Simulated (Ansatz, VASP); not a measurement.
**Si in VASP and in Ansatz**

Contents of INCAR:

```
SYSTEM = Si
PREC     = Accurate       ! precision mode
ENCUT    = 520            ! plane-wave cutoff, eV
EDIFF    = 1E-6           ! SCF threshold, eV
ISMEAR   = -1             ! smearing method
SIGMA    = 0.03           ! smearing width, eV
LREAL    = .FALSE.        ! projectors in reciprocal space
LASPH    = .TRUE.         ! aspherical terms in the spheres
NELM     = 100            ! most SCF steps
ALGO     = Normal         ! electronic algorithm
ISIF     = 2              ! what is computed and relaxed
LWAVE    = .FALSE.        ! write WAVECAR
LCHARG   = .TRUE.         ! write CHGCAR
GGA      = PE             ! functional
LELF     = .TRUE.         ! ELF
LVHAR    = .TRUE.       
NBANDS   = 8              ! bands
```

File KPOINTS:

```
regular mesh
0
G
  14 14 14
  0 0 0
```

Contents of POSCAR:

```
Si
1.0
    2.4981737430      0.0000000000      0.0000000000
    0.0000000000      2.4981737430      0.0000000000
    0.0000000000      0.0000000000      2.4981737430
Si
1
Direct
    0.0000000000      0.0000000000      0.0000000000
```

Input for Ansatz:

```yaml
crystal:
  lattice:
    - [2.498173743, 0.0, 0.0]
    - [0.0, 2.498173743, 0.0]
    - [0.0, 0.0, 2.498173743]
  atoms:
    - { symbol: Si, position: [0.0, 0.0, 0.0] }
kpoints:
  mp_grid: { grid: [14, 14, 14] }
scf:
  occupations: { method: fermi_dirac, width: 0.03 }
hamiltonian:
  xc: pbe
  pseudopotentials: { kind: all_electron, lapw: { basis_error: 0.00025 } }
output:
  forces: true
  stress: true
  eigenvalues: true
```

Change from the starting cell: volume scaled by 0.96.

Alike in both runs: task single point; functional PBE; k mesh 14 × 14 × 14; occupations fermi-dirac, width 0.03 eV; no spin polarisation.

|  | VASP | Ansatz |
| --- | --- | --- |
| version | VASP 6.6.1 | Ansatz 0.2.0 |
| potentials or method | VASP PAW PBE potentials, release 64 (Si), cutoff 520 eV | all-electron LAPW, scalar-relativistic |

|  | VASP | Ansatz | Ansatz less VASP |
| --- | --- | --- | --- |
| pressure (GPa) | 4.5 | 4.6 | +0.04 |

Ansatz ran all-electron here, and VASP with PAW potentials.
